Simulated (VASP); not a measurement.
BaRhO3, 5 atoms in the cell. Symmetry: P4/mmm, No. 123, tetragonal system. Conventional cell: a = 4.176 Å, b = 4.176 Å, c = 3.935 Å, α = 90.00°, β = 90.00°, γ = 90.00°. Within 4.0 Å of Ba (site symmetry 4/mmm) lie 12 O at 2.87 to 2.95 Å and 8 Rh at 3.55 Å and 2 Ba at 3.94 Å. Rh (site symmetry 4/mmm) has 6 O at 1.97 to 2.09 Å within 2.6 Å. O (site symmetry mmm) has 2 Rh at 2.09 Å and 4 Ba at 2.87 Å and 8 O at 2.87 to 2.95 Å within 3.0 Å. Within 2.6 Å of O (site symmetry 4/mmm) lie 2 Rh at 1.97 Å. 

| Property | Result |
| --- | --- |
| Program | VASP 6.6.1 |
| Task | single point |
| Functional | LDA |
| Potentials or basis | VASP PAW LDA potentials, release 64 (Ba_sv, Rh_pv, O) |
| Cutoff | 520 eV |
| k mesh | 9 × 9 × 9 |
| Occupations | fermi-dirac, width 0.02 eV |
| Spin | no spin polarisation |
| Dipole correction | no |
| Further INCAR settings | ALGO = Normal; EDIFF = 1e-06; NBANDS = 30 |

Potentials or basis: VASP PAW LDA potentials, release 64 (Ba_sv, Rh_pv, O).

The run is started by

```console
$ cat potpaw_LDA.64/Ba_sv/POTCAR potpaw_LDA.64/Rh_pv/POTCAR potpaw_LDA.64/O/POTCAR > POTCAR
$ mpirun -np 1 vasp_std > vasp.out
```

Hardware: 1 thread of Intel Xeon 8259CL, with other jobs on the host.

Problem. How long does it take, and how much memory?

Solution. It took 120 s on 1 thread of Intel Xeon 8259CL, with other jobs on the host, peak memory 0.26 GiB. Counts: scf iterations 15, k points 75.
